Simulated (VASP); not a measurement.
Al3CoNi2: single point with PBE

Al3CoNi2:

```
CELL_PARAMETERS angstrom
-4.07696 0.00000 0.00000
0.00000 0.00000 -4.99181
0.00000 -7.06150 0.00000
ATOMIC_POSITIONS crystal
Al 0.00000 0.00000 0.00000
Al 0.50000 0.00000 0.50000
Al 0.00000 0.33470 0.66667
Al 0.50000 0.33470 0.16667
Al 0.50000 0.66530 0.83333
Al 0.00000 0.66530 0.33333
Ni 0.00000 0.82909 0.66667
Ni 0.50000 0.82909 0.16667
Ni 0.50000 0.17091 0.83333
Ni 0.00000 0.17091 0.33333
Co 0.00000 0.50000 0.00000
Co 0.50000 0.50000 0.50000
```

* Program: VASP 6.6.1
* Task: single point
* Functional: PBE
* Potentials or basis: VASP PAW PBE potentials, release 64 (Al, Ni, Co)
* Cutoff: 520 eV
* k mesh: 6 × 4 × 4
* Occupations: gaussian, width 0.2 eV
* Spin: collinear spin, ferromagnetic start
* Starting moments: [0.0, 0.0, 0.0, 0.0, 0.0, 0.0, 0.0, 0.0, 0.0, 0.0, 0.4, 0.4] μB

```
Pressure                                              : -0.1 GPa
Largest force                                         : 0.008 eV/Å
Band gap on the k mesh                                : zero (filled and empty bands overlap)
Net moment                                            : 0.00 μB per cell
Valence electrons inside the program's atomic spheres : Al 0.80; Ni 9.45; Co 8.42
```

Forces in eV/Å, atoms in the order of the input:
```
Al   0.000  0.000  0.000
Al   0.000  0.000  0.000
Al   0.000  0.000 -0.008
Al   0.000  0.000 -0.008
Al   0.000  0.000  0.008
Al   0.000  0.000  0.008
Ni   0.000  0.004  0.003
Ni   0.000  0.004  0.003
Ni   0.000 -0.004 -0.003
Ni   0.000 -0.004 -0.003
Co   0.000  0.000  0.000
Co   0.000  0.000  0.000
```

Stress tensor (GPa, compression positive):
```
 0.17  0.00  0.00
 0.00 -0.13  0.05
 0.00  0.05 -0.20
```

Levels at points of the mesh, in eV from the Fermi level:
Spin up:
| k point | band 35 | band 36 | band 37 | band 38 | band 39 | band 40 | band 41 | band 42 |
| --- | --- | --- | --- | --- | --- | --- | --- | --- |
| (0.00, 0.00, 0.00) | -1.10 | -1.01 | -0.64 | 0.31 | 0.85 | 1.81 | 2.05 | 2.05 |
| (0.50, 0.00, 0.00) | -1.24 | -1.24 | -0.23 | -0.23 | -0.13 | -0.13 | 1.28 | 1.28 |
| (0.00, 0.50, 0.00) | -0.65 | -0.28 | 0.53 | 0.98 | 2.12 | 2.12 | 2.13 | 2.35 |
| (0.50, 0.50, 0.00) | -0.82 | -0.82 | -0.50 | -0.50 | -0.02 | -0.02 | -0.02 | -0.02 |
| (0.00, 0.00, 0.50) | -0.78 | -0.78 | -0.26 | -0.26 | -0.07 | -0.07 | 2.33 | 2.33 |
| (0.50, 0.00, 0.50) | -1.27 | -1.27 | -0.64 | -0.64 | 0.31 | 0.31 | 0.85 | 0.85 |
| (0.00, 0.50, 0.50) | -0.48 | -0.48 | 0.28 | 0.28 | 1.18 | 1.18 | 1.33 | 1.33 |
| (0.50, 0.50, 0.50) | -1.08 | -1.08 | -0.28 | -0.28 | 0.53 | 0.53 | 0.98 | 0.98 |
Spin down:
| k point | band 36 | band 37 | band 38 | band 39 | band 40 | band 41 |
| --- | --- | --- | --- | --- | --- | --- |
| (0.00, 0.00, 0.00) | -1.01 | -0.64 | 0.31 | 0.85 | 1.81 | 2.05 |
| (0.50, 0.00, 0.00) | -1.24 | -0.23 | -0.23 | -0.13 | -0.13 | 1.28 |
| (0.00, 0.50, 0.00) | -0.28 | 0.53 | 0.98 | 2.12 | 2.12 | 2.13 |
| (0.50, 0.50, 0.00) | -0.82 | -0.49 | -0.49 | -0.01 | -0.01 | -0.01 |
| (0.00, 0.00, 0.50) | -0.78 | -0.25 | -0.25 | -0.07 | -0.07 | 2.33 |
| (0.50, 0.00, 0.50) | -1.27 | -0.64 | -0.64 | 0.31 | 0.31 | 0.85 |
| (0.00, 0.50, 0.50) | -0.48 | 0.28 | 0.28 | 1.18 | 1.18 | 1.33 |
| (0.50, 0.50, 0.50) | -1.08 | -0.28 | -0.28 | 0.53 | 0.53 | 0.98 |

Run time: 34 min on 1 thread of Oxide Virtual Turin-like Processor (shared host), peak memory 0.55 GiB.
